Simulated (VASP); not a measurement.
Write the native input for VASP 6.6.1 that does the following.

- Task: single point
- Functional: LDA
- Potentials or basis: VASP PAW LDA potentials, release 64 (Ta_pv)
- Cutoff: 520 eV
- k mesh: 15 × 15 × 14
- Occupations: fermi-dirac, width 0.1 eV
- Spin: no spin polarisation
- Dipole correction: no
- Further INCAR settings: ALGO = Normal; EDIFF = 1e-06; NBANDS = 18

The structure of Ta lies in POSCAR:

```
Ta
1.0
   -3.5728791596      3.5747533793      1.4530086620
    3.5747533793     -3.5728791596      1.4530086620
    1.8927943435      1.8927943435     -1.4495760252
Ta
2
Direct
    0.9999894505      0.0000105495      1.0000000000
    0.7500105495      0.2499894505      0.5000000000
```

The input as run:

INCAR

```
SYSTEM = Ta
PREC = Accurate ; ENCUT = 520
EDIFF = 1E-6 ; ISMEAR = -1
SIGMA = 0.1 ; LREAL = .FALSE.
LASPH = .TRUE. ; NELM = 80
ALGO = Normal ; ISIF = 2
LWAVE = .FALSE. ; LCHARG = .FALSE.
GGA = CA ; NBANDS = 18
```

KPOINTS

```
regular mesh
0
G
  15 15 14
  0 0 0
```

Potentials or basis: VASP PAW LDA potentials, release 64 (Ta_pv).

The run is started by

```sh
$ cat potpaw_LDA.64/Ta_pv/POTCAR > POTCAR
$ mpirun -np 1 vasp_std > vasp.out
```

It gave:

```json
{
  "Pressure": "-18.8 GPa",
  "Band gap on the k mesh": "zero (bands 11 and 12 overlap by 2.31 eV)"
}
```

Caveat: the cell stands under tension; spin-orbit coupling is left out, which moves the levels of the heavy elements.

It took 7.9 min on 1 thread of Intel(R) Xeon(R) Platinum 8259CL CPU @ 2.50GHz (Skylake/Cascade Lake) (shared host), peak memory 0.56 GiB.
